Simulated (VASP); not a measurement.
GaP, 2 atoms in the cell. Symmetry: F-43m, No. 216, cubic system. Conventional cell: a = 5.406 Å, b = 5.406 Å, c = 5.406 Å, α = 90.00°, β = 90.00°, γ = 90.00°. Ga (site symmetry -43m) has 4 P at 2.34 Å within 3.1 Å. Within 3.1 Å of P (site symmetry -43m) lie 4 Ga at 2.34 Å.  This cell differs from its parent crystal: volume 19.748 Å^3 an atom, c/a of the conventional cell 1.0000.

```yaml
Program: VASP 6.6.1
Task: single point
Functional: PBE
Potentials_or_basis: VASP PAW PBE potentials, release 64 (Ga_d, P)
Cutoff: 520 eV
k_mesh: 10 × 10 × 10
Occupations: gaussian, width 0.05 eV
Spin: no spin polarisation
Dipole_correction: no
Further_INCAR_settings: ALGO = Normal; EDIFF = 1e-06; NBANDS = 16
```

Potentials or basis: VASP PAW PBE potentials, release 64 (Ga_d, P).

Command:

```bash
$ cat potpaw_PBE.64/Ga_d/POTCAR potpaw_PBE.64/P/POTCAR > POTCAR
$ mpirun -np 1 vasp_std > vasp.out
```

Hardware: 1 thread of Intel(R) Xeon(R) 6975P-C (Granite Rapids) (shared host).

Q: How long does it take, and how much memory?

A: It took 11 s on 1 thread of Intel(R) Xeon(R) 6975P-C (Granite Rapids), on a shared host, peak memory 0.17 GiB. Counts: scf iterations 12, k points 47.
